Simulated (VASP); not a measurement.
Write the native input for VASP 6.6.1 that does the following.

- Task: single point
- Functional: PBE
- Potentials or basis: VASP PAW PBE potentials, release 64 (Ti_sv, C)
- Cutoff: 600 eV
- k mesh: 5 × 5 × 5
- Occupations: methfessel-paxton, width 0.1 eV
- Spin: no spin polarisation
- Dipole correction: no
- Further INCAR settings: ALGO = Normal; EDIFF = 1e-06; NBANDS = 15

The structure of TiC lies in POSCAR:

```
TiC
1.0
    0.0000000000      2.1593000000      2.1593000000
    2.1593000000      0.0000000000      2.1593000000
    2.1593000000      2.1593000000      0.0000000000
Ti C
1 1
Direct
    0.0000000000      0.0000000000      0.0000000000
    0.5000000000      0.5000000000      0.5000000000
```

These files were run (other wordings do the same):

INCAR

```
SYSTEM = TiC
  ALGO = Normal
  EDIFF = 1E-6
  ENCUT = 600
  GGA = PE
  GGA_COMPAT = .FALSE.
  ISIF = 2
  ISMEAR = 1
  LASPH = .TRUE.
  LCHARG = .FALSE.
  LREAL = .FALSE.
  LWAVE = .FALSE.
  NBANDS = 15
  NELM = 120
  PREC = Accurate
  SIGMA = 0.1
```

KPOINTS

```
k-points
0
G
  5 5 5
  0 0 0
```

Potentials or basis: VASP PAW PBE potentials, release 64 (Ti_sv, C).

The run is started by

```console
$ cat potpaw_PBE.64/Ti_sv/POTCAR potpaw_PBE.64/C/POTCAR > POTCAR
$ mpirun -np 1 vasp_std > vasp.out
```

It gave:

| Item | Value |
| --- | --- |
| Pressure | 2.5 GPa |
| Band gap on the k mesh | zero (bands 8 and 9 overlap by 0.94 eV) |

Caveat: the k points lie up to 0.50 Å⁻¹ apart, too coarse for converged energies and pressures of a metal.

It took 5.5 s on 1 thread of Intel(R) Xeon(R) Platinum 8259CL CPU @ 2.50GHz (Skylake/Cascade Lake), with other jobs on the host, peak memory 0.14 GiB.
